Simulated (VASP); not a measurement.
# HfN (Imm2) in VASP: a series of runs

The runs below take HfN through single point, with PBE.

Everything below comes from runs of VASP 6.6.1. Logs are shortened: lines on timing, memory, paths and dates and some standing lists are left out, and cuts for length are marked.

## (1) The cell of the first run

The structure is orthorhombic, space group Imm2 (No. 44). Conventional cell: a = 3.195 Å, b = 4.518 Å, c = 3.195 Å, α = 90.00°, β = 90.00°, γ = 90.00°. Hf (site symmetry mm2) has 6 N at 2.18 to 2.34 Å within 2.9 Å. N (site symmetry mm2) has 6 Hf at 2.18 to 2.34 Å within 2.9 Å.

## (2) Single point, PBE

Contents of INCAR:

```
SYSTEM = HfN
PREC     = Accurate       ! precision mode
ENCUT    = 520            ! plane-wave cutoff, eV
EDIFF    = 1E-7           ! SCF threshold, eV
ISMEAR   = 0              ! smearing method
SIGMA    = 0.15           ! smearing width, eV
LREAL    = .False.        ! projectors in reciprocal space
LASPH    = .True.         ! aspherical terms in the spheres
NELM     = 80             ! most SCF steps
ALGO     = Normal         ! electronic algorithm
ISIF     = 2              ! what is computed and relaxed
LWAVE    = .False.        ! write WAVECAR
LCHARG   = .True.         ! write CHGCAR
GGA      = PE             ! functional
LELF     = .True.         ! ELF
LVHAR    = .True.       
NBANDS   = 14             ! bands
```

Contents of KPOINTS:

```
Automatic mesh
0
Gamma
  18 18 18
  0 0 0
```

Contents of POSCAR:

```
HfN
1.0
    0.0000000000      2.2590000000      2.2590000000
    2.2590000000      0.0000000000      2.2590000000
    2.2590000000      2.2590000000      0.0000000000
Hf N
1 1
Direct
    0.0000000000      0.0000000000      0.0000000000
    0.4647855189      0.5000000000      0.5000000000
```

Potentials or basis: VASP PAW PBE potentials, release 64 (Hf_pv, N).

On the command line:

```sh
> cat potpaw_PBE.64/Hf_pv/POTCAR potpaw_PBE.64/N/POTCAR > POTCAR
> mpirun -np 1 vasp_std > vasp.out
```

OUTCAR:

```text
SYSTEM = HfN
   PREC = Accurate
   ENCUT = 520
   EDIFF = 1E-7
   ISMEAR = 0
   LREAL = .False.
   LASPH = .True.
   NELM = 80
   ISIF = 2
   GGA = PE

 ion  position               nearest neighbor table
   1  0.000  0.000  0.000-   2 2.18   2 2.18   2 2.26   2 2.26   2 2.34   2 2.34
   2  0.465  0.500  0.500-   1 2.18   1 2.18   1 2.26   1 2.26   1 2.34   1 2.34

  LATTYP: Found a face centered cubic cell.
 ALAT       =     4.5180000000

  Lattice vectors:

 A1 = (   0.0000000000,   2.2590000000,   2.2590000000)
 A2 = (   2.2590000000,   0.0000000000,   2.2590000000)
 A3 = (   2.2590000000,   2.2590000000,   0.0000000000)

Analysis of symmetry for initial positions (statically):
=====================================================================
 Subroutine PRICEL returns:
 Original cell was already a primitive cell.

 Routine SETGRP: Setting up the symmetry group for a
 face centered cubic supercell.

 Subroutine GETGRP returns: Found  4 space group operations
 (whereof  4 operations were pure point group operations)
 out of a pool of 48 trial point group operations.

The static configuration has the point symmetry C_2v.

Analysis of symmetry for dynamics (positions and initial velocities):
=====================================================================
 Subroutine PRICEL returns:
 Original cell was already a primitive cell.

 Routine SETGRP: Setting up the symmetry group for a
 face centered cubic supercell.

 Subroutine GETGRP returns: Found  4 space group operations
 (whereof  4 operations were pure point group operations)
 out of a pool of 48 trial point group operations.

The dynamic configuration has the point symmetry C_2v.

 Subroutine INISYM returns: Found  4 space group operations
 (whereof  4 operations are pure point group operations),
 and found     1 'primitive' translations

----------------------------------------------------------------------------------------

                                     Primitive cell

  volume of cell :      23.0557

  direct lattice vectors                    reciprocal lattice vectors
     0.000000000  2.259000000  2.259000000    -0.221336875  0.221336875  0.221336875
     2.259000000  0.000000000  2.259000000     0.221336875 -0.221336875  0.221336875
     2.259000000  2.259000000  0.000000000     0.221336875  0.221336875 -0.221336875

  length of vectors
     3.194708437  3.194708437  3.194708437     0.383366713  0.383366713  0.383366713

  position of ions in fractional coordinates (direct lattice)
[... 83 lines left out ...]
   IBRION =     -1    ionic relax: 0-MD 1-quasi-New 2-CG
   NFREE  =      0    steps in history (QN), initial steepest desc. (CG)
   ISIF   =      2    stress and relaxation
   ISYM   =      2    0-nonsym 1-usesym 2-fastsym
   POTIM  = 0.5000    time-step for ionic-motion
   TEBEG  =    0.0;   TEEND  =   0.0 temperature during run
   PSTRESS=    0.0 pullay stress
   NELECT =      15.0000    total number of electrons
   NUPDOWN=      -1.0000    fix difference up-down
   EMIN   =  10.00;   EMAX   =-10.00  energy-range for DOS
   EFERMI =   0.00;   METHOD = LEGACY
   ISMEAR =     0;   SIGMA  =   0.15  broadening in eV -4-tet -1-fermi 0-gaus
   EFERMI_NEDOS =   21; number of points for ismear=-14 and -15
   IALGO  =     38    algorithm
   IMIX   =      4    mixing-type and parameters
     AMIX     =   0.40;   BMIX     =  1.00
     AMIX_MAG =   1.60;   BMIX_MAG =  1.00
  volume/ion in A,a.u.               =      11.53        77.79
  Fermi-wavevector in a.u.,A,eV,Ry     =   1.418553  2.680677 27.378918  2.012294
  Thomas-Fermi vector in A             =   2.539667
   LORBIT       =      0    0 simple, 1 ext, 2 COOP (PROOUT), +10 PAW based schemes
   GGA     = PE    functional components
   LHFCALC =     F    Hartree Fock is set to
   AEXX    =    0.0000 exact exchange contribution
   IVDW    =     0    specifies the selected vdW correction
   LEPSILON=     F    determine dielectric tensor
   LRPA    =     F    only Hartree local field effects (RPA)
 non-spin polarized calculation
 Gauss-broadening in eV      SIGMA  =   0.15
  energy-cutoff  :      520.00
  volume of cell :       23.06
 maximum number of plane-waves:       636
   NGX = 11   NGY = 11   NGZ = 11

 number of electron      15.0000000 magnetization

 Free energy of the ion-electron system (eV)
  ---------------------------------------------------
  ext. energy  EPLUGINS =         0.00000000
  ---------------------------------------------------
  free energy    TOTEN  =       -21.68316743 eV

  energy without entropy =      -21.67588153  energy(sigma->0) =      -21.67952448

 E-fermi :   8.3741     XC(G=0): -12.7270

 val. band max:        8.3716669939   @ k =   0.1111   0.3333  -0.1111
 cond. band min:       8.3748859050   @ k =   0.1111  -0.3333   0.3889
 fundamental gap:      0.0032189111
 Fermi energy:         8.3741061928

 k-point     1 :       0.0000    0.0000    0.0000
  band No.  band energies     occupation
      1     -22.7644      2.00000
      2     -22.7544      2.00000
      3     -22.7500      2.00000
      4      -9.1264      2.00000
      5       5.1329      2.00000
      6       5.1642      2.00000
      7       5.2053      2.00000
      8       8.0400      1.99837
      9       8.2610      1.71359
     10       8.2783      1.63380
     11      10.1518      0.00000
     12      10.4408      0.00000
     13      10.5663      0.00000
     14      17.9200      0.00000
[... 377 lines left out ...]
      1     -22.8547      2.00000
      2     -22.7794      2.00000
      3     -22.7681      2.00000
      4      -8.8728      2.00000
      5       3.9636      2.00000
      6       4.7722      2.00000
      7       4.9360      2.00000
      8       7.8407      2.00000
      9       8.6523      0.00872
     10       8.7939      0.00008
     11      10.5986      0.00000
     12      10.8525      0.00000
     13      12.0122      0.00000
     14      18.7803      0.00000

 [... further k-points ...]
[... 5 lines left out ...]
  --------------------------------------------------------------------------------------
  -------------------------------------------------------------------------------------
  Total        0.4552332      0.7978604      0.7978604      0.0000000     -0.0584444      0.0000000
  in kB       31.6348517     55.4445407     55.4445407      0.0000000     -4.0613881      0.0000000
  external PRESSURE =      47.5079777 kB  Pullay stress =       0.0000000 kB

 VOLUME and BASIS-vectors are now :
 -----------------------------------------------------------------------------
  energy-cutoff  :      520.00
  volume of cell :       23.06
      direct lattice vectors                 reciprocal lattice vectors
     0.000000000  2.259000000  2.259000000    -0.221336875  0.221336875  0.221336875
     2.259000000  0.000000000  2.259000000     0.221336875 -0.221336875  0.221336875
     2.259000000  2.259000000  0.000000000     0.221336875  0.221336875 -0.221336875

 POSITION                                       TOTAL-FORCE (eV/Angst)
 -----------------------------------------------------------------------------------
      0.00000      0.00000      0.00000         0.000000     -0.930776     -0.930776
      2.25900      2.17945      2.17945         0.000000      0.930776      0.930776
 -----------------------------------------------------------------------------------
    total drift:                                0.000000     -0.000032     -0.000032

  FREE ENERGIE OF THE ION-ELECTRON SYSTEM (eV)
  ---------------------------------------------------
  free  energy   TOTEN  =       -21.6831674315 eV

  energy  without entropy=      -21.6758815306  energy(sigma->0) =      -21.67952448
```

OSZICAR:

```text
N       E                     dE             d eps       ncg     rms          rms(c)
DAV:   1     0.386484471467E+02    0.38648E+02   -0.77956E+03 24316   0.101E+03
DAV:   2    -0.226796539313E+02   -0.61328E+02   -0.57307E+02 32026   0.237E+02
DAV:   3    -0.246903934783E+02   -0.20107E+01   -0.20008E+01 27934   0.351E+01
DAV:   4    -0.246977646393E+02   -0.73712E-02   -0.73703E-02 28906   0.249E+00
DAV:   5    -0.246978111729E+02   -0.46534E-04   -0.46533E-04 28008   0.169E-01    0.497E+01
DAV:   6    -0.217869809265E+02    0.29108E+01   -0.82709E+00 26830   0.223E+01    0.418E+01
DAV:   7    -0.217098225835E+02    0.77158E-01   -0.46173E-01 30862   0.608E+00    0.265E+01
DAV:   8    -0.216887207847E+02    0.21102E-01   -0.10324E-01 28102   0.280E+00    0.598E+00
DAV:   9    -0.216832788620E+02    0.54419E-02   -0.14771E-02 27166   0.983E-01    0.193E+00
DAV:  10    -0.216832025150E+02    0.76347E-04   -0.10529E-03 32548   0.315E-01    0.447E-01
DAV:  11    -0.216831696005E+02    0.32914E-04   -0.75625E-05 28996   0.864E-02    0.105E-01
DAV:  12    -0.216831676781E+02    0.19224E-05   -0.81869E-06 32484   0.244E-02    0.133E-02
DAV:  13    -0.216831675007E+02    0.17737E-06   -0.20421E-07 25272   0.459E-03    0.500E-03
DAV:  14    -0.216831674315E+02    0.69219E-07   -0.15294E-08 18458   0.113E-03
   1 F= -.21683167E+02 E0= -.21679524E+02  d E =-.728590E-02
```

stdout:

```text
POSCAR found type information on POSCAR HfN
 POSCAR found :  2 types and       2 ions
 scaLAPACK will be used
 LDA part: xc-table for (Slater+PW92), standard interpolation
 POSCAR, INCAR and KPOINTS ok, starting setup
 FFT: planning ... GRIDC
 FFT: planning ... GRID_SOFT
 FFT: planning ... GRID
 WAVECAR not read
 entering main loop
```

It took 4.7 min on 1 thread of Intel Xeon 8259CL, shared host; peak memory 0.39 GiB.

What came out:

```
Free energy            : -21.6832 eV
Pressure               : 4.8 GPa
Largest force          : 1.316 eV/Å
Band gap on the k mesh : zero (an odd number of electrons rules out a gap without spin polarisation)
```

Forces in eV/Å, atoms in the order of the input:
```
Hf   0.000 -0.931 -0.931
N    0.000  0.931  0.931
```

Levels at points of the mesh, in eV from the Fermi level:
```
           k point  band 4  band 5  band 6  band 7  band 8  band 9  band 10  band 11  band 12  band 13
(0.00, 0.00, 0.00)  -17.50   -3.24   -3.21   -3.17   -0.33   -0.11    -0.10     1.78     2.07     2.19
(0.50, 0.00, 0.00)  -14.81   -8.85   -6.20   -6.17    3.20    3.70     3.74     4.53     8.75     8.90
(0.00, 0.50, 0.00)  -14.79   -8.87   -6.16   -6.11    3.24    3.54     3.70     4.44     8.63     8.82
(0.50, 0.50, 0.00)  -16.40   -5.39   -4.32   -3.71   -3.14    4.16     5.51     5.53     5.54     7.53
(0.00, 0.50, 0.50)  -16.40   -5.41   -4.55   -3.74   -2.87    4.18     5.51     5.53     5.54     8.03
```

Caveat: the cell differs from its parent crystal (all N atoms moved +0.113 Å, as atom 2 towards its neighbour atom 2 (N) at 3.195 Å); the cell stands under pressure; spin-orbit coupling is left out, which moves the levels of the heavy elements; forces of over 1 eV/Å act on the atoms, so gaps and moduli don't describe the material at rest.

## (3) Single point, PBE

Contents of INCAR:

```
SYSTEM = HfN
PREC = Accurate
ENCUT = 520
EDIFF = 1E-6
ISMEAR = 0
SIGMA = 0.15
LREAL = .False.
LASPH = .True.
NELM = 80
ALGO = Normal
ISIF = 2
LWAVE = .False.
LCHARG = .False.
GGA = PE
NBANDS = 14
```

KPOINTS is that of step 2.

POSCAR: that of step 2 with these lines changed.

```diff
@@ -9,2 +9,2 @@
     0.0000000000      0.0000000000      0.0000000000
-    0.4647855189      0.5000000000      0.5000000000
+    0.4882618396      0.5000000000      0.5000000000
```

Potentials or basis: VASP PAW PBE potentials, release 64 (Hf_pv, N).

On the command line:

```sh
> cat potpaw_PBE.64/Hf_pv/POTCAR potpaw_PBE.64/N/POTCAR > POTCAR
> mpirun -np 1 vasp_std > vasp.out
```

Wall time 3.2 min (1 thread of Intel Xeon 8259CL, shared host); peak memory 0.39 GiB.

Results (log left out):

| Quantity | Value |
| --- | --- |
| Free energy | -21.7493 eV |
| Pressure | 3.2 GPa |
| Largest force | 0.443 eV/Å |
| Band gap on the k mesh | zero (an odd number of electrons rules out a gap without spin polarisation) |

Forces in eV/Å, atoms in the order of the input:
```
Hf   0.000 -0.313 -0.313
N    0.000  0.313  0.313
```

Stress tensor (GPa, compression positive):
```
 3.05  0.00  0.00
 0.00  3.32 -0.04
 0.00 -0.04  3.32
```

Levels at points of the mesh, in eV from the Fermi level:
```tsv
k point	band 4	band 5	band 6	band 7	band 8	band 9	band 10	band 11	band 12	band 13
(0.00, 0.00, 0.00)	-17.51	-3.05	-3.05	-3.04	-0.34	-0.31	-0.31	1.80	1.98	2.00
(0.50, 0.00, 0.00)	-14.79	-8.88	-6.18	-6.18	3.27	3.71	3.71	4.45	8.83	8.85
(0.00, 0.50, 0.00)	-14.79	-8.88	-6.18	-6.17	3.28	3.69	3.71	4.43	8.82	8.84
(0.50, 0.50, 0.00)	-16.41	-5.41	-3.95	-3.69	-3.54	4.11	5.53	5.53	5.59	7.93
(0.00, 0.50, 0.50)	-16.41	-5.41	-4.03	-3.70	-3.46	4.11	5.53	5.53	5.59	8.01
```

Caveat: the cell differs from its parent crystal (all N atoms moved +0.037 Å, as atom 2 towards its neighbour atom 2 (N) at 3.195 Å); the cell stands under pressure; spin-orbit coupling is left out, which moves the levels of the heavy elements.

The gap in the log of VASP goes by the Fermi energy; the results here count the filled bands.